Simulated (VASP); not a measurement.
Here is a VASP 6.6.1 calculation.

Contents of INCAR:

```
SYSTEM = ZnO
PREC = Accurate
ENCUT = 520
EDIFF = 1E-6
ISMEAR = -1
SIGMA = 0.02
LREAL = .False.
LASPH = .True.
NELM = 60
ALGO = Normal
ISIF = 2
LWAVE = .False.
LCHARG = .True.
GGA = PE
LELF = .True.
LVHAR = .True.
NBANDS = 26
```

File KPOINTS:

```
regular mesh
0
Gamma
  11 11 6
  0 0 0
```

The input POSCAR:

```
ZnO
1.0
    3.2493987239      0.0000000000      0.0000000000
   -1.6246993619      2.8140618419      0.0000000000
    0.0000000000      0.0000000000      5.3599140000
Zn O
2 2
Direct
    0.3333333333      0.6666666667      0.0000000000
    0.6666666667      0.3333333333      0.5000000000
    0.3333333333      0.6666666667      0.3821000000
    0.6666666667      0.3333333333      0.8821000000
```

Potentials or basis: VASP PAW PBE potentials, release 64 (Zn, O).

The run is started by

```console
$ cat potpaw_PBE.64/Zn/POTCAR potpaw_PBE.64/O/POTCAR > POTCAR
$ mpirun -np 1 vasp_std > vasp.out
```

Predict the largest force.

0.242 eV/Å.

What does it give for the pressure?

2.0 GPa.

Stress tensor (GPa, compression positive):
```
 3.81  0.00  0.00
 0.00  3.81  0.00
 0.00  0.00 -1.77
```

Caveat: the cell differs from its parent crystal (zz strain of +3 %).
